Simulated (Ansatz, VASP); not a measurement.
Two plane-wave programs on Mn

The input INCAR:

```
PREC = Accurate
ENCUT = 600
EDIFF = 1E-7
ISMEAR = -1
SIGMA = 0.1
LREAL = False
LASPH = True
NELM = 60
ALGO = Normal
ISIF = 3
LWAVE = False
LCHARG = False
GGA = RE
IBRION = 2
NSW = 80
EDIFFG = -0.01
```

The input KPOINTS:

```
Automatic mesh
0
Gamma
  15 15 15
```

POSCAR

```
Mn
1.0
   -1.4321439648      1.4321439648      1.4321439648
    1.4321439648     -1.4321439648      1.4321439648
    1.4321439648      1.4321439648     -1.4321439648
Mn
1
Direct
    0.0000000000      0.0000000000      0.0000000000
```

Input for Ansatz:

```yaml
crystal:
  lattice:
    - [-1.4321439648, 1.4321439648, 1.4321439648]
    - [1.4321439648, -1.4321439648, 1.4321439648]
    - [1.4321439648, 1.4321439648, -1.4321439648]
  atoms:
    - { symbol: Mn, position: [0.0, 0.0, 0.0] }
hamiltonian:
  xc: revpbe
  pseudopotentials:
    kind: paw
    azcp:
      Mn: "pseudopotentials/Mn.paw.azcp"
basis:
  ecutwfc: 420
  fft_grid_basis: typed
kpoints:
  mp_grid: { grid: [15, 15, 15], shift: [0, 0, 0] }
magnetization:
  spin_polarized: false
scf:
  occupations: { method: fermi_dirac, width: 0.1 }
relax:
  max_steps: 60
  f_tol: 0.01
  cell: {}
```

Alike in both runs: task relaxation of cell and atoms; functional revPBE; k mesh 15 × 15 × 15; occupations fermi-dirac, width 0.1 eV; no spin polarisation.

```csv
,VASP,Ansatz
version,VASP 6.6.1,Ansatz 0.2.0
potentials or method,"VASP PAW PBE potentials, release 64 (Mn_pv), cutoff 600 eV","plane waves (420 eV) with PAW, scalar-relativistic"
valence electrons in the cell,13,15
```

|  | VASP | Ansatz | Ansatz less VASP |
| --- | --- | --- | --- |
| relaxed volume (Å³/atom) | 10.97 | 10.96 | -0.003 |
| relaxed length of the cell vector where the two differ most in proportion (Å) | 2.424 | 2.424 | -0.0002 |

VASP's potentials were made for PBE, not for revPBE. VASP's potentials hold 13 valence electrons a cell and Ansatz's 15, so a difference there can come from the potentials and not from the codes.
